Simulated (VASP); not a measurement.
# HgPt3 (Cmmm) in VASP: notebook

Runs on HgPt3. Level: LDA. Tasks: single point.

Program: VASP 6.6.1. These are calculated values, not measurements. Logs are shortened: lines on timing, memory, paths and dates and some standing lists are left out, and cuts for length are marked.

### 1 The cell of the first run

The structure is orthorhombic, space group Cmmm (No. 65). The conventional cell has a = 5.924 Å, b = 8.075 Å, c = 2.953 Å, α = 90.00°, β = 90.00°, γ = 90.00°. Within 3.8 Å of Hg (site symmetry mmm) lie 10 Pt at 2.91 to 2.96 Å and 2 Hg at 2.95 Å. Within 3.8 Å of Pt (site symmetry mmm) lie 10 Pt at 2.91 to 2.95 Å and 2 Hg at 2.96 Å. Pt (site symmetry 2/m) has 4 Hg at 2.91 Å and 8 Pt at 2.91 to 2.96 Å within 3.8 Å.

### 2 Single point, LDA

The input, INCAR:

```
  PREC = Accurate
  ENCUT = 520
  EDIFF = 1E-6
  ISMEAR = 0
  SIGMA = 0.1
  LREAL = False
  LASPH = True
  NELM = 80
  ALGO = Normal
  ISIF = 2
  LWAVE = False
  LCHARG = False
  NBANDS = 29
```

The input, KPOINTS:

```
regular mesh
0
Gamma
  5 5 8
```

The input, POSCAR:

```
HgPt3
1.0
    2.9621641980     -4.0377300687      0.0000000000
    2.9621641980      4.0377300687      0.0000000000
    0.0000000000      0.0000000000      2.9533266317
Hg Pt
1 3
Direct
    0.0000000000      0.0000000000      0.0000000000
    0.5000000000      0.5000000000      0.0000000000
    0.0000000000      0.5000000000      0.5000000000
    0.5000000000      0.0000000000      0.5000000000
```

Potentials or basis: VASP PAW LDA potentials, release 64 (Hg, Pt).

Command:

```
$ cat potpaw_LDA.64/Hg/POTCAR potpaw_LDA.64/Pt/POTCAR > POTCAR
$ mpirun -np 1 vasp_std > vasp.out
```

OUTCAR:

```text
PREC = Accurate
   ENCUT = 520
   EDIFF = 1E-6
   ISMEAR = 0
   LREAL = False
   LASPH = True
   NELM = 80
   ISIF = 2

 ion  position               nearest neighbor table
   1  0.000  0.000  0.000-   3 2.91   4 2.91   3 2.91   4 2.91   3 2.91   3 2.91   4 2.91   4 2.91
                             2 2.96   2 2.96
   2  0.500  0.500  0.000-   3 2.91   4 2.91   3 2.91   4 2.91   4 2.91   4 2.91   3 2.91   3 2.91
                             1 2.96   1 2.96
   3  0.000  0.500  0.500-   1 2.91   2 2.91   1 2.91   2 2.91   1 2.91   1 2.91   2 2.91   2 2.91
                             4 2.96   4 2.96
   4  0.500  0.000  0.500-   1 2.91   2 2.91   1 2.91   2 2.91   2 2.91   2 2.91   1 2.91   1 2.91
                             3 2.96   3 2.96

  LATTYP: Found a base centered orthorhombic cell.
 ALAT       =     5.9243283960
 B/A-ratio  =     1.3631013674
 C/A-ratio  =     0.4985082585

  Lattice vectors:

 A1 = (   2.9621641980,  -4.0377300687,   0.0000000000)
 A2 = (   2.9621641980,   4.0377300687,   0.0000000000)
 A3 = (   0.0000000000,   0.0000000000,   2.9533266317)

Analysis of symmetry for initial positions (statically):
=====================================================================
 Subroutine PRICEL returns:
 Original cell was already a primitive cell.

 Routine SETGRP: Setting up the symmetry group for a
 base centered orthorhombic supercell.

 Subroutine GETGRP returns: Found  8 space group operations
 (whereof  8 operations were pure point group operations)
 out of a pool of  8 trial point group operations.

The static configuration has the point symmetry D_2h.

Analysis of symmetry for dynamics (positions and initial velocities):
=====================================================================
 Subroutine PRICEL returns:
 Original cell was already a primitive cell.

 Routine SETGRP: Setting up the symmetry group for a
 base centered orthorhombic supercell.

 Subroutine GETGRP returns: Found  8 space group operations
 (whereof  8 operations were pure point group operations)
 out of a pool of  8 trial point group operations.

The dynamic configuration has the point symmetry D_2h.

 Subroutine INISYM returns: Found  8 space group operations
 (whereof  8 operations are pure point group operations),
 and found     1 'primitive' translations

----------------------------------------------------------------------------------------

                                     Primitive cell

  volume of cell :      70.6461

  direct lattice vectors                    reciprocal lattice vectors
     2.962164198 -4.037730069  0.000000000     0.168795504 -0.123831953  0.000000000
     2.962164198  4.037730069  0.000000000     0.168795504  0.123831953  0.000000000
     0.000000000  0.000000000  2.953326632     0.000000000  0.000000000  0.338601220

  length of vectors
     5.007762059  5.007762059  2.953326632     0.209347259  0.209347259  0.338601220

  position of ions in fractional coordinates (direct lattice)
     0.000000000  0.000000000  0.000000000
     0.500000000  0.500000000  0.000000000
     0.000000000  0.500000000  0.500000000
     0.500000000  0.000000000  0.500000000

  ion indices of the primitive-cell ions
   primitive index   ion index
                 1           1
                 2           2
                 3           3
                 4           4

----------------------------------------------------------------------------------------

 KPOINTS: regular mesh

Automatic generation of k-mesh.
 Grid dimensions read from file:
 generate k-points for:    5    5    8

 Generating k-lattice:

  Cartesian coordinates                     Fractional coordinates (reciprocal lattice)
     0.033759101 -0.024766391  0.000000000     0.200000000  0.000000000  0.000000000
     0.033759101  0.024766391  0.000000000     0.000000000  0.200000000  0.000000000
     0.000000000  0.000000000  0.042325152     0.000000000  0.000000000  0.125000000

  Length of vectors
     0.041869452  0.041869452  0.042325152

  Shift w.r.t. Gamma in fractional coordinates (k-lattice)
     0.000000000  0.000000000  0.000000000

 Subroutine IBZKPT returns following result:
 ===========================================

 Found     45 irreducible k-points:

 Following reciprocal coordinates:
            Coordinates               Weight
  0.000000  0.000000  0.000000      1.000000
  0.200000  0.000000  0.000000      4.000000
  0.400000 -0.000000  0.000000      4.000000
  0.200000  0.200000  0.000000      2.000000
  0.400000  0.200000  0.000000      4.000000
 -0.400000  0.200000  0.000000      4.000000
[... 16 lines left out ...]
  0.400000  0.200000  0.250000      8.000000
 -0.400000  0.200000  0.250000      8.000000
 [... further k-points ...]
   k-points           NKPTS =     45   k-points in BZ     NKDIM =     45   number of bands    NBANDS=     29
   number of dos      NEDOS =    301   number of ions     NIONS =      4
   total plane-waves  NPLWV =  38400
   dimension x,y,z NGX =    40 NGY =   40 NGZ =   24
   dimension x,y,z NGXF=    80 NGYF=   80 NGZF=   48
   ions per type =               1   3
   NGX,Y,Z   is equivalent  to a cutoff of  13.28, 13.28, 13.51 a.u.
   NGXF,Y,Z  is equivalent  to a cutoff of  26.56, 26.56, 27.02 a.u.
 SYSTEM =  unknown system
   PREC   = accura    normal or accurate (medium, high low for compatibility)
   ISTART =      0    job   : 0-new  1-cont  2-samecut
   ICHARG =      2    charge: 1-file 2-atom 10-const
   ISPIN  =      1    spin polarized calculation?
   LNONCOLLINEAR =      F non collinear calculations
   LSORBIT =      F    spin-orbit coupling
   LASPH  =      T    aspherical Exc in radial PAW
   ENCUT  =  520.0 eV  38.22 Ry    6.18 a.u.   9.31  9.31  5.49*2*pi/ulx,y,z
   NELM   =     80;   NELMIN=  2; NELMDL= -5     # of ELM steps
   EDIFF  = 0.1E-05   stopping-criterion for ELM
   LREAL  =      F    real-space projection
   EDIFFG = 0.1E-04   stopping-criterion for IOM
   NSW    =      0    number of steps for IOM
   IBRION =     -1    ionic relax: 0-MD 1-quasi-New 2-CG
   NFREE  =      0    steps in history (QN), initial steepest desc. (CG)
   ISIF   =      2    stress and relaxation
   ISYM   =      2    0-nonsym 1-usesym 2-fastsym
   POTIM  = 0.5000    time-step for ionic-motion
   TEBEG  =    0.0;   TEEND  =   0.0 temperature during run
   PSTRESS=    0.0 pullay stress
   NELECT =      42.0000    total number of electrons
   NUPDOWN=      -1.0000    fix difference up-down
   EMIN   =  10.00;   EMAX   =-10.00  energy-range for DOS
   EFERMI =   0.00;   METHOD = LEGACY
   ISMEAR =     0;   SIGMA  =   0.10  broadening in eV -4-tet -1-fermi 0-gaus
   EFERMI_NEDOS =   21; number of points for ismear=-14 and -15
   IALGO  =     38    algorithm
   IMIX   =      4    mixing-type and parameters
     AMIX     =   0.40;   BMIX     =  1.00
     AMIX_MAG =   1.60;   BMIX_MAG =  1.00
  volume/ion in A,a.u.               =      17.66       119.19
  Fermi-wavevector in a.u.,A,eV,Ry     =   1.376560  2.601322 25.781935  1.894919
  Thomas-Fermi vector in A             =   2.501794
   LORBIT       =      0    0 simple, 1 ext, 2 COOP (PROOUT), +10 PAW based schemes
   GGA     = CA    functional components
   LHFCALC =     F    Hartree Fock is set to
   AEXX    =    0.0000 exact exchange contribution
   IVDW    =     0    specifies the selected vdW correction
   LEPSILON=     F    determine dielectric tensor
   LRPA    =     F    only Hartree local field effects (RPA)
 non-spin polarized calculation
 Gauss-broadening in eV      SIGMA  =   0.10
  energy-cutoff  :      520.00
  volume of cell :       70.65
 maximum number of plane-waves:      1915
 NGX is ok and might be reduce to    40
   NGX = 19   NGY = 19   NGZ = 11

 number of electron      42.0000005 magnetization

 Free energy of the ion-electron system (eV)
  ---------------------------------------------------
  ext. energy  EPLUGINS =         0.00000000
  ---------------------------------------------------
  free energy    TOTEN  =       -22.95588917 eV

  energy without entropy =      -22.94241219  energy(sigma->0) =      -22.94915068

 E-fermi :   7.3397     XC(G=0): -12.7813

 val. band max:        7.3295978682   @ k =   0.4000   0.4000   0.2500
 cond. band min:       7.3508981715   @ k =  -0.4000   0.4000   0.5000
 fundamental gap:      0.0213003033
 Fermi energy:         7.3397363276

 k-point     1 :       0.0000    0.0000    0.0000
  band No.  band energies     occupation
      1      -2.0347      2.00000
      2      -0.7414      2.00000
      3      -0.3302      2.00000
      4      -0.0619      2.00000
      5       0.8447      2.00000
      6       0.9772      2.00000
[... 21 lines left out ...]
     28      17.1497      0.00000
     29      17.1503      0.00000

 k-point     2 :       0.2000    0.0000    0.0000
  band No.  band energies     occupation
      1      -1.7423      2.00000
      2      -0.6591      2.00000
      3      -0.2249      2.00000
      4       0.0596      2.00000
      5       0.8803      2.00000
      6       1.0198      2.00000
[... 21 lines left out ...]
     28      17.1069      0.00000
     29      17.8333      0.00000

 k-point     3 :       0.4000   -0.0000    0.0000
  band No.  band energies     occupation
      1      -1.1951      2.00000
      2      -0.3648      2.00000
      3       0.0868      2.00000
      4       0.3214      2.00000
      5       0.9194      2.00000
      6       1.1149      2.00000
[... 21 lines left out ...]
     28      18.7375      0.00000
     29      19.5006      0.00000

 k-point     4 :       0.2000    0.2000    0.0000
  band No.  band energies     occupation
      1      -1.3592      2.00000
      2      -0.4850      2.00000
      3      -0.1030      2.00000
      4       0.2707      2.00000
      5       0.9298      2.00000
      6       1.0571      2.00000
[... 21 lines left out ...]
     28      16.0002      0.00000
     29      18.8202      0.00000

 k-point     5 :       0.4000    0.2000    0.0000
  band No.  band energies     occupation
      1      -0.9930      2.00000
      2      -0.1068      2.00000
      3       0.2455      2.00000
      4       0.5262      2.00000
      5       0.9798      2.00000
      6       1.0258      2.00000
[... 21 lines left out ...]
     28      18.4514      0.00000
     29      19.7002      0.00000
[... 510 lines left out ...]
     28      16.0963      0.00000
     29      17.3533      0.00000

 k-point    22 :       0.2000    0.2000    0.2500
  band No.  band energies     occupation
      1      -0.1585      2.00000
      2       0.0528      2.00000
      3       0.2880      2.00000
      4       0.4275      2.00000
      5       0.4361      2.00000
      6       0.7014      2.00000
[... 21 lines left out ...]
     28      15.7942      0.00000
     29      17.0955      0.00000

 k-point    23 :       0.4000    0.2000    0.2500
  band No.  band energies     occupation
      1      -0.0147      2.00000
      2       0.0790      2.00000
      3       0.3305      2.00000
      4       0.3999      2.00000
      5       0.4438      2.00000
      6       0.9769      2.00000
[... 21 lines left out ...]
     28      17.2900      0.00000
     29      17.5765      0.00000

 k-point    24 :      -0.4000    0.2000    0.2500
  band No.  band energies     occupation
      1      -0.2104      2.00000
      2       0.0741      2.00000
      3       0.1836      2.00000
      4       0.3760      2.00000
      5       0.4183      2.00000
      6       0.7671      2.00000
[... 21 lines left out ...]
     28      16.8470      0.00000
     29      18.4268      0.00000

 [... further k-points ...]

------------------------ aborting loop because EDIFF is reached ----------------------------------------

  FORCE on cell =-STRESS in cart. coord.  units (eV):
  Direction    XX          YY          ZZ          XY          YZ          ZX
  --------------------------------------------------------------------------------------
  -------------------------------------------------------------------------------------
  Total       -8.9932382     -9.0605740     -9.4142126     -0.0000000      0.0000000      0.0000000
  in kB     -203.9570821   -205.4841872   -213.5043350     -0.0000000      0.0000000      0.0000000
  external PRESSURE =    -207.6485348 kB  Pullay stress =       0.0000000 kB

 VOLUME and BASIS-vectors are now :
 -----------------------------------------------------------------------------
  energy-cutoff  :      520.00
  volume of cell :       70.65
      direct lattice vectors                 reciprocal lattice vectors
     2.962164198 -4.037730069  0.000000000     0.168795504 -0.123831953  0.000000000
     2.962164198  4.037730069  0.000000000     0.168795504  0.123831953  0.000000000
     0.000000000  0.000000000  2.953326632     0.000000000  0.000000000  0.338601220

 POSITION                                       TOTAL-FORCE (eV/Angst)
 -----------------------------------------------------------------------------------
      0.00000      0.00000      0.00000        -0.000000     -0.000000      0.000000
      2.96216      0.00000      0.00000         0.000000      0.000000      0.000000
      1.48108      2.01887      1.47666         0.000000     -0.000000      0.000000
      1.48108     -2.01887      1.47666         0.000000     -0.000000      0.000000
 -----------------------------------------------------------------------------------
    total drift:                                0.000000      0.000000     -0.000000

  FREE ENERGIE OF THE ION-ELECTRON SYSTEM (eV)
  ---------------------------------------------------
  free  energy   TOTEN  =       -22.9558891683 eV

  energy  without entropy=      -22.9424121920  energy(sigma->0) =      -22.94915068
```

Wall time 30 s (1 thread of AMD EPYC 9R45 (Zen 5), shared host); peak memory 0.18 GiB.

Results:

| Property | Result |
| --- | --- |
| Free energy | -22.9559 eV |
| Pressure | -20.8 GPa |
| Band gap on the k mesh | zero (bands 21 and 22 overlap by 1.37 eV) |

Caveat: the cell stands under tension; spin-orbit coupling is left out, which moves the levels of the heavy elements.

### 3 Single point, LDA

This run uses another cell than the first one, of 18.08 Å³/atom.

The input, INCAR:

```
SYSTEM = HgPt3
  PREC = Accurate
  ENCUT = 520
  EDIFF = 1E-6
  ISMEAR = 0
  SIGMA = 0.1
  LREAL = .False.
  LASPH = .True.
  NELM = 60
  ALGO = Normal
  ISIF = 2
  LWAVE = .False.
  LCHARG = .False.
  GGA = CA
  NBANDS = 29
```

The input, KPOINTS:

```
Automatic mesh
0
Gamma
  5 5 8
  0 0 0
```

The input, POSCAR:

```
HgPt3
1.0
    2.9854892859     -4.0695245279      0.0000000000
    2.9854892859      4.0695245279      0.0000000000
    0.0000000000      0.0000000000      2.9765821296
Hg Pt
1 3
Direct
    0.0000000000      0.0000000000      0.0000000000
    0.5000000000      0.5000000000      0.0000000000
    0.0000000000      0.5000000000      0.5000000000
    0.5000000000      0.0000000000      0.5000000000
```

Potentials or basis: VASP PAW LDA potentials, release 64 (Hg, Pt).

Command:

```
$ cat potpaw_LDA.64/Hg/POTCAR potpaw_LDA.64/Pt/POTCAR > POTCAR
$ mpirun -np 1 vasp_std > vasp.out
```

It took 29 s on 1 thread of AMD EPYC 9R45 (Zen 5), shared host; peak memory 0.18 GiB.

The run converged. Its results:

```
Free energy            : -22.7247 eV
Pressure               : -23.4 GPa
Band gap on the k mesh : zero (bands 21 and 22 overlap by 1.35 eV)
```

Stress tensor (GPa, compression positive):
```
-23.02   0.00   0.00
  0.00 -23.31   0.00
  0.00   0.00 -23.90
```

Levels at points of the mesh, in eV from the Fermi level:
```csv
k point,band 17,band 18,band 19,band 20,band 21,band 22,band 23,band 24,band 25,band 26
"(0.00, 0.00, 0.00)",-0.74,-0.62,-0.58,-0.30,0.12,0.15,0.32,2.00,3.25,3.97
"(0.00, 0.00, 0.50)",-1.87,-1.36,-1.27,0.30,0.41,1.27,4.07,5.53,6.52,6.63
```

Caveat: the cell stands under tension; spin-orbit coupling is left out, which moves the levels of the heavy elements.

### 4 Single point, LDA

This run uses another cell than the first one, of 18.50 Å³/atom.

The input, INCAR:

```
SYSTEM = HgPt3
PREC     = Accurate       ! precision mode
ENCUT    = 520            ! plane-wave cutoff, eV
EDIFF    = 1E-6           ! SCF threshold, eV
ISMEAR   = 0              ! smearing method
SIGMA    = 0.1            ! smearing width, eV
LREAL    = .FALSE.        ! projectors in reciprocal space
LASPH    = .TRUE.         ! aspherical terms in the spheres
NELM     = 80             ! most SCF steps
ALGO     = Normal         ! electronic algorithm
ISIF     = 2              ! what is computed and relaxed
LWAVE    = .FALSE.        ! write WAVECAR
LCHARG   = .FALSE.        ! write CHGCAR
GGA      = CA             ! functional
NBANDS   = 29             ! bands
```

The input, KPOINTS:

```
regular mesh
0
G
  5 5 8
  0 0 0
```

The input, POSCAR:

```
HgPt3
1.0
    3.0084554906     -4.1008297930      0.0000000000
    3.0084554906      4.1008297930      0.0000000000
    0.0000000000      0.0000000000      2.9994798150
Hg Pt
1 3
Direct
    0.0000000000      0.0000000000      0.0000000000
    0.5000000000      0.5000000000      0.0000000000
    0.0000000000      0.5000000000      0.5000000000
    0.5000000000      0.0000000000      0.5000000000
```

Command:

```
$ cat potpaw_LDA.64/Hg/POTCAR potpaw_LDA.64/Pt/POTCAR > POTCAR
$ mpirun -np 1 vasp_std > vasp.out
```

It took 33 s on 1 thread of AMD EPYC 9R45 (Zen 5), shared host; peak memory 0.18 GiB.

Results (log left out):

```
Free energy            : -22.4681 eV
Pressure               : -25.6 GPa
Band gap on the k mesh : zero (bands 21 and 22 overlap by 1.34 eV)
```

Stress tensor (GPa, compression positive):
```
-25.19   0.00   0.00
  0.00 -25.59   0.00
  0.00   0.00 -26.01
```

Levels at points of the mesh, in eV from the Fermi level:
| k point | band 19 | band 20 | band 21 | band 22 | band 23 | band 24 |
| --- | --- | --- | --- | --- | --- | --- |
| (0.00, 0.00, 0.00) | -0.48 | -0.21 | 0.11 | 0.14 | 0.30 | 2.04 |
| (0.00, 0.00, 0.50) | -1.22 | 0.29 | 0.39 | 1.23 | 3.95 | 5.39 |

Caveat: the cell stands under tension; spin-orbit coupling is left out, which moves the levels of the heavy elements.

### 5 Overview

| cell | gap on the mesh (eV) | pressure (GPa) |
| --- | --- | --- |
| a = 5.008, b = 5.008, c = 2.953 Å, angles 90.0, 90.0, 107.5°, 4 atoms | none | -20.8 |
| a = 5.047, b = 5.047, c = 2.977 Å, angles 90.0, 90.0, 107.5°, 4 atoms | none | -23.4 |
| a = 5.086, b = 5.086, c = 2.999 Å, angles 90.0, 90.0, 107.5°, 4 atoms | none | -25.6 |

Alike in all rows: task single point; level LDA; potentials or basis VASP PAW LDA potentials, release 64 (Hg, Pt); no spin polarisation; k mesh 5 × 5 × 8; cutoff (eV) 520; smearing gaussian 0.1 eV.

Caveats: the cell stands under tension; spin-orbit coupling is left out, which moves the levels of the heavy elements.

Total energies depend on the potentials used, so only differences within one code and one set of settings carry meaning.

The gap in the log of VASP goes by the Fermi energy; the results here count the filled bands.